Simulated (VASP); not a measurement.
Ca2AlO:

```
CELL_PARAMETERS angstrom
3.87376 0.00000 0.00000
0.00000 3.87376 0.00000
0.00000 0.00000 5.42437
ATOMIC_POSITIONS crystal
Ca 0.00000 0.50000 0.22494
Ca 0.50000 0.00000 0.77506
Al 0.00000 0.00000 0.00000
O 0.50000 0.50000 0.50000
```

The cell was generated, and may not be a known phase.

* Program: VASP 6.6.1
* Task: relaxation of cell and atoms
* Functional: PBE
* Potentials or basis: VASP PAW PBE potentials, release 64 (Ca_sv, Al, O)
* Cutoff: 600 eV
* k mesh: 4 × 4 × 4
* Occupations: gaussian, width 0.1 eV
* Spin: no spin polarisation

At the start: pressure 23.2 GPa; volume 20.35 Å³/atom.

Task: Where does the relaxation end?

Result: Over 23 steps the energy falls by 1863.8 meV/atom and the volume is 25.13 Å³/atom (+23.5 %); space group P-4m2 (No. 115, to 0.1 Å) before and after.

The path:
| step | energy change (eV) | largest force (eV/Å) | pressure (GPa) | volume (Å³) |
| --- | --- | --- | --- | --- |
| 1 | 0.0000 | 7.8489 | 23.16 | 81.40 |
| 2 | -5.3858 | 2.4267 | -2.73 | 121.20 |
| 3 | -5.5033 | 2.0313 | -4.27 | 128.93 |
| 4 | -6.4735 | 1.4666 | -2.54 | 117.37 |
| 5 | -7.0049 | 0.2682 | 1.79 | 105.65 |
| 6 | -7.0107 | 0.0319 | 3.00 | 103.58 |
| 7 | -7.0127 | 0.0619 | 2.63 | 104.19 |
| 8 | -7.1688 | 0.4604 | 0.95 | 109.42 |
| 9 | -7.1807 | 0.6483 | 0.27 | 111.92 |
| 10 | -7.2352 | 0.4238 | -0.87 | 113.52 |
| 11 | -7.2622 | 0.1629 | -2.13 | 115.33 |
| 12 | -7.2932 | 0.1373 | -2.02 | 113.99 |
| 13 | -7.3718 | 0.0260 | -1.68 | 109.95 |
| 14 | -7.4291 | 0.4586 | -0.95 | 101.86 |
| 15 | -7.4314 | 0.2912 | -1.17 | 104.00 |
| 16 | -7.4322 | 0.3266 | -1.12 | 103.52 |
| 17 | -7.4475 | 0.1127 | -0.07 | 101.60 |
| 18 | -7.4483 | 0.0511 | 0.23 | 101.08 |
| 19 | -7.4522 | 0.0047 | 0.10 | 101.20 |
| 20 | -7.4540 | 0.0647 | -0.10 | 101.37 |
| 21 | -7.4541 | 0.0577 | -0.09 | 101.35 |
| 22 | -7.4546 | 0.0471 | -0.07 | 101.14 |
| 23 | -7.4554 | 0.0155 | 0.00 | 100.52 |

Final structure:
```xyz
4
Lattice="3.5825 0.0000 0.0000 0.0000 3.5825 0.0000 0.0000 0.0000 7.8323" Properties=species:S:1:pos:R:3 pbc="T T T"
Ca    0.0000    1.7912    2.5872
Ca    1.7912    0.0000    5.2452
Al    0.0000    0.0000    0.0000
O     1.7912    1.7912    3.9162
```

Caveat: the k points lie up to 0.44 Å⁻¹ apart in the final cell, too coarse for converged energies and pressures of a metal; the volume moved by over 15 % at a fixed basis, so the end points are rough; an odd number of electrons without spin polarisation forces a metal; a magnetic or distorted state may lie lower.
